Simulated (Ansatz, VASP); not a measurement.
**Al3GaN4: VASP beside Ansatz**

```
CELL_PARAMETERS angstrom
0.00000 -4.40699 0.00000
0.00000 0.00000 -4.40699
9.31399 0.00000 0.00000
ATOMIC_POSITIONS crystal
Al 0.50000 0.00000 0.05791
Al 0.50000 0.00000 0.53107
Al 0.00000 0.50000 0.05791
Al 0.00000 0.50000 0.53107
Al 0.50000 0.50000 0.29449
Al 0.50000 0.50000 0.76765
Ga 0.00000 0.00000 0.29449
Ga 0.00000 0.00000 0.76765
N 0.25529 0.74471 0.17370
N 0.25529 0.74471 0.64686
N 0.74471 0.25529 0.17370
N 0.74471 0.25529 0.64686
N 0.25529 0.25529 0.88845
N 0.25529 0.25529 0.41529
N 0.74471 0.74471 0.88845
N 0.74471 0.74471 0.41529
```

Alike in both runs: task single point; functional PBEsol; k mesh 5 × 5 × 3; occupations gaussian, width 0.05 eV; no spin polarisation.

|  | VASP | Ansatz |
| --- | --- | --- |
| version | VASP 6.6.1 | Ansatz 0.2.0 |
| potentials or method | VASP PAW PBE potentials, release 64 (Al, Ga_d, N), cutoff 520 eV | scalar-relativistic, plane waves, PAW |
| valence electrons in the cell | 84 | 84 |

VASP gave:

| Item | Value |
| --- | --- |
| gap on the k mesh at the Fermi level (eV) | 0.78 |
| least direct gap on the mesh (eV) | 1.08 |
| pressure (GPa) | -6.5 |
| traceless stress, the component that is largest in VASP (GPa) | -8.13 |
| rms of the force components (eV/Å) | 1.199 |

Question: What did Ansatz give for the same quantities?

Answer: gap on the k mesh at the Fermi level (eV): 0.79; least direct gap on the mesh (eV): 1.09; pressure (GPa): -6.4; traceless stress, the component that is largest in VASP (GPa): -8.13; rms of the force components (eV/Å): 1.199.

VASP's potentials were made for PBE, not for PBEsol. Atom by atom the forces differ by 0.005 eV/Å (rms over components). With one functional, cell and mesh, what is left measures potentials, basis and numerics.
